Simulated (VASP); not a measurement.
Set up this calculation in VASP 6.6.1, as the native input.

| Property | Result |
| --- | --- |
| Task | electric field gradients |
| Functional | PBE |
| Potentials or basis | VASP PAW PBE potentials, release 64 (Ge_d) |
| Cutoff | 520 eV |
| k mesh | 10 × 10 × 10 |
| Occupations | fermi-dirac, width 0.05 eV |
| Spin | no spin polarisation |
| Dipole correction | no |
| Further INCAR settings | ALGO = Normal; EDIFF = 1e-08; NBANDS = 21 |

The structure of Ge lies in POSCAR:

```
Ge
1.0
    0.0282877000      2.8429138500      2.8429138500
    2.8429138500      0.0282877000      2.8429138500
    2.8429138500      2.8429138500      0.0282877000
Ge
2
Direct
    0.5000000000      0.5000000000      0.5000000000
    0.7500000000      0.7500000000      0.7500000000
```

This cell differs from its parent crystal: equal xy, yz and zx shear strains of +1 %.

The input as run:

INCAR

```
PREC = Accurate
ENCUT = 520
EDIFF = 1E-8
ISMEAR = -1
SIGMA = 0.05
LREAL = F
LASPH = T
NELM = 80
ALGO = Normal
ISIF = 2
LWAVE = F
LCHARG = F
GGA = PE
LEFG = T
NBANDS = 21
```

KPOINTS

```
Automatic mesh
0
Gamma
  10 10 10
```

Potentials or basis: VASP PAW PBE potentials, release 64 (Ge_d).

Launch:

```sh
$ cat potpaw_PBE.64/Ge_d/POTCAR > POTCAR
$ mpirun -np 1 vasp_std > vasp.out
```

Results of the run:

The pressure is 3.6 GPa. The largest force is 0.151 eV/Å. The largest electric field gradient by atom is Ge +9.7 V/Å².

Caveat: the cell differs from its parent crystal (equal xy, yz and zx shear strains of +1 %); the cell stands under pressure; without QUAD_EFG the Cq values of the log hold for a quadrupole moment of 1 mb, not for the nuclei.

It took 2.6 min on 1 thread of Intel Xeon 8259CL, on a shared host, peak memory 0.23 GiB.
